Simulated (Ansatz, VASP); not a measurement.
## One calculation of ReSbP, two programs

```xyz
3
Lattice="4.1157 0.0000 0.0000 -2.0579 3.5643 0.0000 0.0000 0.0000 4.5342" Properties=species:S:1:pos:R:3 pbc="T T T"
Re    0.0000    0.0000    2.2671
Sb    2.0579    1.1881    0.0000
P     0.0000    2.3762    2.2671
```

Change from the starting cell: species swapped into the SrPPt type (P-6m2, No. 187).

Alike in both runs: task single point; functional PBE; k mesh 6 × 6 × 4; occupations gaussian, width 0.1 eV; no spin polarisation.

```csv
,VASP,Ansatz
version,VASP 6.6.1,Ansatz 0.2.0
potentials or method,"VASP PAW PBE potentials, release 64 (Re_sv_GW, Sb_d_GW, P), cutoff 500 eV","scalar-relativistic, plane waves, PAW"
valence electrons in the cell,35,35
```

VASP gave:

```
gap on the k mesh at the Fermi level (eV)                     : none
pressure (GPa)                                                : -11.1
traceless stress, the component that is largest in VASP (GPa) : 4.77
```

**Question.** What did Ansatz give for the same quantities?

**Answer.** gap on the k mesh at the Fermi level (eV): none; pressure (GPa): -10.5; traceless stress, the component that is largest in VASP (GPa): 4.75.

A gap of «none» marks a metal or a gap that the smearing closes.

Spin-orbit coupling is off throughout.
